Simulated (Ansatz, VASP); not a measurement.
One calculation of AlGa3N4, two programs

File POSCAR:

```
AlGa3N4
1.0
    4.4653444522      0.0000000000      0.0000000000
    0.0000000000      4.4653444522      0.0000000000
    0.0000000000      0.0000000000      4.2420772296
Al Ga N
1 3 4
Direct
    0.0000000000      0.0000000000      0.0000000000
    0.5000000000      0.5000000000      0.0000000000
    0.5000000000      0.0000000000      0.5000000000
    0.0000000000      0.5000000000      0.5000000000
    0.7553510553      0.7553510553      0.2446489447
    0.7553510553      0.2446489447      0.7553510553
    0.2446489447      0.7553510553      0.7553510553
    0.2446489447      0.2446489447      0.2446489447
```

The input INCAR.step1:

```
PREC     = Accurate       # precision mode
ENCUT    = 520            # plane-wave cutoff, eV
ISMEAR   = 0              # smearing method
SIGMA    = 0.05           # smearing width, eV
LREAL    = F              # projectors in reciprocal space
LASPH    = T              # aspherical terms in the spheres
NELM     = 80             # most SCF steps
NBANDS   = 41             # bands
GGA      = PE             # functional
ALGO     = Normal         # electronic algorithm
EDIFF    = 1E-4           # SCF threshold, eV
LWAVE    = T              # write WAVECAR
LCHARG   = F              # write CHGCAR
```

The input INCAR.step2:

```
PREC     = Accurate       # precision mode
ENCUT    = 520            # plane-wave cutoff, eV
EDIFF    = 1E-6           # SCF threshold, eV
ISMEAR   = 0              # smearing method
SIGMA    = 0.05           # smearing width, eV
LREAL    = F              # projectors in reciprocal space
LASPH    = T              # aspherical terms in the spheres
NELM     = 80             # most SCF steps
ALGO     = Normal         # electronic algorithm
ISIF     = 2              # what is computed and relaxed
LWAVE    = F              # write WAVECAR
LCHARG   = F              # write CHGCAR
METAGGA  = R2SCAN         # meta-GGA
LMIXTAU  = T            
NBANDS   = 41             # bands
ISTART   = 1
```

Contents of KPOINTS:

```
regular mesh
0
Gamma
  6 6 6
```

Input for Ansatz:

```yaml
crystal:
  lattice:
    - [4.4653444522, 0.0, 0.0]
    - [0.0, 4.4653444522, 0.0]
    - [0.0, 0.0, 4.2420772296]
  atoms:
    - { symbol: Al, position: [0.0, 0.0, 0.0] }
    - { symbol: Ga, position: [0.5, 0.5, 0.0] }
    - { symbol: Ga, position: [0.5, 0.0, 0.5] }
    - { symbol: Ga, position: [0.0, 0.5, 0.5] }
    - { symbol: "N", position: [0.7553510553, 0.7553510553, 0.2446489447] }
    - { symbol: "N", position: [0.7553510553, 0.2446489447, 0.7553510553] }
    - { symbol: "N", position: [0.2446489447, 0.7553510553, 0.7553510553] }
    - { symbol: "N", position: [0.2446489447, 0.2446489447, 0.2446489447] }
basis:
  ecutwfc: 500
kpoints:
  mp_grid: { grid: [6, 6, 6] }
hamiltonian:
  xc: r2scan
scf:
  occupations: { method: gaussian, width: 0.05 }
output:
  forces: true
  stress: true
  eigenvalues: true
```

Change from the starting cell: strain +0.000 along x and y, -0.050 along z, atoms carried along.

Alike in both runs: task single point; functional r2SCAN; k mesh 6 × 6 × 6; occupations gaussian, width 0.05 eV; no spin polarisation.

|  | VASP | Ansatz |
| --- | --- | --- |
| version | VASP 6.6.1 | Ansatz 0.2.0 |
| potentials or method | VASP PAW PBE potentials, release 64 (Al, Ga_d, N), cutoff 520 eV | scalar-relativistic, plane waves, PAW |
| valence electrons in the cell | 62 | 62 |

VASP gave:

- gap on the k mesh at the Fermi level (eV): 3.05
- least direct gap on the mesh (eV): 3.05
- pressure (GPa): 12.0
- traceless stress, the component that is largest in VASP (GPa): 3.80
- rms of the force components (eV/Å): 0.047

Task: Which values does Ansatz return?

Result: gap on the k mesh at the Fermi level (eV): 3.05; least direct gap on the mesh (eV): 3.05; pressure (GPa): 11.2; traceless stress, the component that is largest in VASP (GPa): 3.84; rms of the force components (eV/Å): 0.025.

VASP's potentials were made for PBE, not for r2SCAN. Atom by atom the forces differ by 0.036 eV/Å (rms over components). The functional is the same, so the differences come from potentials, cutoffs and numerics.
